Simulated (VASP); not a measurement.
A run of VASP 6.6.1:

Contents of INCAR:

```
SYSTEM = TePb
PREC     = Accurate       ! precision mode
ENCUT    = 520            ! plane-wave cutoff, eV
EDIFF    = 1E-7           ! SCF threshold, eV
ISMEAR   = -1             ! smearing method
SIGMA    = 0.08           ! smearing width, eV
LREAL    = .False.        ! projectors in reciprocal space
LASPH    = .True.         ! aspherical terms in the spheres
NELM     = 100            ! most SCF steps
ALGO     = Normal         ! electronic algorithm
ISIF     = 2              ! what is computed and relaxed
LWAVE    = .False.        ! write WAVECAR
LCHARG   = .True.         ! write CHGCAR
GGA      = PE             ! functional
LELF     = .True.         ! ELF
LVHAR    = .True.       
NBANDS   = 28             ! bands
```

File KPOINTS:

```
Automatic mesh
0
Gamma
  8 8 5
  0 0 0
```

Contents of POSCAR:

```
TePb
1.0
    4.4186376181      0.0000000000      0.0000000000
   -2.2093188091      3.8266524274      0.0000000000
    0.0000000000      0.0000000000      7.8815860359
Pb Te
2 2
Direct
    0.0000000000      0.0000000000      0.0000000000
    0.0000000000      0.0000000000      0.5000000000
    0.3333333333      0.6666666667      0.2500000000
    0.6666666667      0.3333333333      0.7500000000
```

Potentials or basis: VASP PAW PBE potentials, release 64 (Pb_d, Te).

Launch:

```bash
$ cat potpaw_PBE.64/Pb_d/POTCAR potpaw_PBE.64/Te/POTCAR > POTCAR
$ mpirun -np 1 vasp_std > vasp.out
```

Hardware: 1 thread of Intel(R) Xeon(R) Platinum 8259CL CPU @ 2.50GHz (Skylake/Cascade Lake) (shared host).

Q: Estimate the wall time of this run.

A: It took 96 s on 1 thread of Intel(R) Xeon(R) Platinum 8259CL CPU @ 2.50GHz (Skylake/Cascade Lake), with other jobs on the host, peak memory 0.32 GiB. Counts: scf iterations 16, k points 30.
